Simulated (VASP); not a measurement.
# Ba (Im-3m) in VASP: single point with PBE+D3(BJ)

Aim: the single point of Ba with PBE+D3(BJ).

Program: VASP 6.6.1. These are calculated values, not measurements. Logs are shortened: lines on timing, memory, paths and dates and some standing lists are left out, and cuts for length are marked.

## 1. The cell of the first run

Symmetry: Im-3m, No. 229, cubic system. The conventional cell has a = 4.950 Å, b = 4.950 Å, c = 4.950 Å, α = 90.00°, β = 90.00°, γ = 90.00°. Ba (site symmetry m-3m) has 14 Ba at 4.29 to 4.95 Å within 5.6 Å.

## 2. Single point, PBE+D3(BJ)

The input, INCAR:

```
SYSTEM = Ba
  PREC = Accurate
  ENCUT = 500
  EDIFF = 1E-6
  ISMEAR = 0
  SIGMA = 0.1
  LREAL = .FALSE.
  LASPH = .TRUE.
  NELM = 120
  ALGO = Normal
  ISIF = 2
  LWAVE = .FALSE.
  LCHARG = .FALSE.
  GGA = PE
  IVDW = 12
  NBANDS = 11
  GGA_COMPAT = .FALSE.
```

The input, KPOINTS:

```
Automatic mesh
0
G
  6 6 6
  0 0 0
```

The input, POSCAR:

```
Ba
1.0
   -2.4750000000      2.4750000000      2.4750000000
    2.4750000000     -2.4750000000      2.4750000000
    2.4750000000      2.4750000000     -2.4750000000
Ba
1
Direct
    0.0000000000      0.0000000000      0.0000000000
```

Potentials or basis: VASP PAW PBE potentials, release 64 (Ba_sv).

Run with:

```sh
$ cat potpaw_PBE.64/Ba_sv/POTCAR > POTCAR
$ mpirun -np 1 vasp_std > vasp.out
```

OUTCAR:

```text
SYSTEM = Ba
   PREC = Accurate
   ENCUT = 500
   EDIFF = 1E-6
   ISMEAR = 0
   LREAL = .FALSE.
   LASPH = .TRUE.
   NELM = 120
   ISIF = 2
   GGA = PE
   IVDW = 12
 IVDW          = 12

 ion  position               nearest neighbor table
   1  0.000  0.000  0.000-

  LATTYP: Found a body centered cubic cell.
 ALAT       =     4.9500000000

  Lattice vectors:

 A1 = (  -2.4750000000,   2.4750000000,   2.4750000000)
 A2 = (   2.4750000000,  -2.4750000000,   2.4750000000)
 A3 = (   2.4750000000,   2.4750000000,  -2.4750000000)

Analysis of symmetry for initial positions (statically):
=====================================================================
 Subroutine PRICEL returns:
 Original cell was already a primitive cell.

 Routine SETGRP: Setting up the symmetry group for a
 body centered cubic supercell.

 Subroutine GETGRP returns: Found 48 space group operations
 (whereof 48 operations were pure point group operations)
 out of a pool of 48 trial point group operations.

The static configuration has the point symmetry O_h .

Analysis of symmetry for dynamics (positions and initial velocities):
=====================================================================
 Subroutine PRICEL returns:
 Original cell was already a primitive cell.

 Routine SETGRP: Setting up the symmetry group for a
 body centered cubic supercell.

 Subroutine GETGRP returns: Found 48 space group operations
 (whereof 48 operations were pure point group operations)
 out of a pool of 48 trial point group operations.

The dynamic configuration has the point symmetry O_h .

 Subroutine INISYM returns: Found 48 space group operations
 (whereof 48 operations are pure point group operations),
 and found     1 'primitive' translations

----------------------------------------------------------------------------------------

                                     Primitive cell

  volume of cell :      60.6437

  direct lattice vectors                    reciprocal lattice vectors
    -2.475000000  2.475000000  2.475000000     0.000000000  0.202020202  0.202020202
     2.475000000 -2.475000000  2.475000000     0.202020202  0.000000000  0.202020202
     2.475000000  2.475000000 -2.475000000     0.202020202  0.202020202  0.000000000

  length of vectors
     4.286825749  4.286825749  4.286825749     0.285699710  0.285699710  0.285699710

  position of ions in fractional coordinates (direct lattice)
[... 74 lines left out ...]
   ISIF   =      2    stress and relaxation
   ISYM   =      2    0-nonsym 1-usesym 2-fastsym
   POTIM  = 0.5000    time-step for ionic-motion
   TEBEG  =    0.0;   TEEND  =   0.0 temperature during run
   PSTRESS=    0.0 pullay stress
   NELECT =      10.0000    total number of electrons
   NUPDOWN=      -1.0000    fix difference up-down
   EMIN   =  10.00;   EMAX   =-10.00  energy-range for DOS
   EFERMI =   0.00;   METHOD = LEGACY
   ISMEAR =     0;   SIGMA  =   0.10  broadening in eV -4-tet -1-fermi 0-gaus
   EFERMI_NEDOS =   21; number of points for ismear=-14 and -15
   IALGO  =     38    algorithm
   IMIX   =      4    mixing-type and parameters
     AMIX     =   0.40;   BMIX     =  1.00
     AMIX_MAG =   1.60;   BMIX_MAG =  1.00
  volume/ion in A,a.u.               =      60.64       409.24
  Fermi-wavevector in a.u.,A,eV,Ry     =   0.897731  1.696466 10.965224  0.805921
  Thomas-Fermi vector in A             =   2.020352
   LORBIT       =      0    0 simple, 1 ext, 2 COOP (PROOUT), +10 PAW based schemes
   GGA     = PE    functional components
   LHFCALC =     F    Hartree Fock is set to
   AEXX    =    0.0000 exact exchange contribution
   IVDW    =    12    specifies the selected vdW correction
   LEPSILON=     F    determine dielectric tensor
   LRPA    =     F    only Hartree local field effects (RPA)
 non-spin polarized calculation
 Gauss-broadening in eV      SIGMA  =   0.10
  energy-cutoff  :      500.00
  volume of cell :       60.64
 maximum number of plane-waves:      1566
   NGX = 15   NGY = 15   NGZ = 15

 number of electron      10.0000000 magnetization

 number of electron       9.9999999 magnetization

 Free energy of the ion-electron system (eV)
  ---------------------------------------------------
  ext. energy  EPLUGINS =         0.00000000
  ---------------------------------------------------
  free energy    TOTEN  =        -1.89783374 eV

  energy without entropy =       -1.88842345  energy(sigma->0) =       -1.89312859

 E-fermi :   1.8077     XC(G=0):  -7.5322

 val. band max:        1.7766478559   @ k =  -0.3333   0.3333   0.3333
 cond. band min:       1.8483890049   @ k =   0.3333   0.1667   0.1667
 fundamental gap:      0.0717411490
 Fermi energy:         1.8077275230

 k-point     1 :       0.0000    0.0000    0.0000
  band No.  band energies     occupation
      1     -27.0510      2.00000
      2     -11.9773      2.00000
      3     -11.9773      2.00000
      4     -11.9773      2.00000
      5      -0.9939      2.00000
      6       3.6483      0.00000
      7       3.6483      0.00000
      8       3.6483      0.00000
      9       5.0969      0.00000
     10       5.0969      0.00000
     11       8.8210      0.00000
[... 197 lines left out ...]
 k-point    16 :       0.5000    0.5000    0.5000
  band No.  band energies     occupation
      1     -26.9621      2.00000
      2     -12.3354      2.00000
      3     -12.3354      2.00000
      4     -12.3354      2.00000
      5       1.1731      2.00000
      6       1.1731      2.00000
      7       6.3263      0.00000
      8       6.3263      0.00000
      9       6.3263      0.00000
     10       6.6777      0.00000
     11       6.6777      0.00000

------------------------ aborting loop because EDIFF is reached ----------------------------------------

 Edisp (eV)   -0.20656

 E8    (eV) :    -0.1189

  FORCE on cell =-STRESS in cart. coord.  units (eV):
  Direction    XX          YY          ZZ          XY          YZ          ZX
  --------------------------------------------------------------------------------------
  -------------------------------------------------------------------------------------
  Total       0.01128     0.01128     0.01128    -0.00000    -0.00000     0.00000
  in kB       0.29804     0.29804     0.29804    -0.00000    -0.00000     0.00000
  external pressure =        0.30 kB  Pullay stress =        0.00 kB

 VOLUME and BASIS-vectors are now :
 -----------------------------------------------------------------------------
  energy-cutoff  :      500.00
  volume of cell :       60.64
      direct lattice vectors                 reciprocal lattice vectors
    -2.475000000  2.475000000  2.475000000     0.000000000  0.202020202  0.202020202
     2.475000000 -2.475000000  2.475000000     0.202020202  0.000000000  0.202020202
     2.475000000  2.475000000 -2.475000000     0.202020202  0.202020202  0.000000000

 POSITION                                       TOTAL-FORCE (eV/Angst)
 -----------------------------------------------------------------------------------
      0.00000      0.00000      0.00000        -0.000000      0.000000     -0.000000
 -----------------------------------------------------------------------------------
    total drift:                                0.000000      0.000000     -0.000000

  FREE ENERGIE OF THE ION-ELECTRON SYSTEM (eV)
  ---------------------------------------------------
  free  energy   TOTEN  =        -2.1043984288 eV

  energy  without entropy=       -2.0949881339  energy(sigma->0) =       -2.09969328
```

stdout:

```text
POSCAR found type information on POSCAR Ba
 POSCAR found :  1 types and       1 ions
 scaLAPACK will be used
 LDA part: xc-table for (Slater+PW92), standard interpolation
 POSCAR, INCAR and KPOINTS ok, starting setup
 FFT: planning ... GRIDC
 FFT: planning ... GRID_SOFT
 FFT: planning ... GRID
 WAVECAR not read
 entering main loop
```

Wall time 11 s (1 thread of Intel Xeon Platinum 8259CL at 2.50GHz (Skylake/Cascade Lake), shared host); peak memory 0.18 GiB.

Results:

```
Free energy                : -2.1044 eV
Pressure                   : 0.0 GPa
Band gap on the k mesh     : zero (bands 5 and 6 overlap by 0.70 eV)
Dispersion energy per atom : -0.207 eV
```

Caveat: spin-orbit coupling is left out, which moves the levels of the heavy elements.
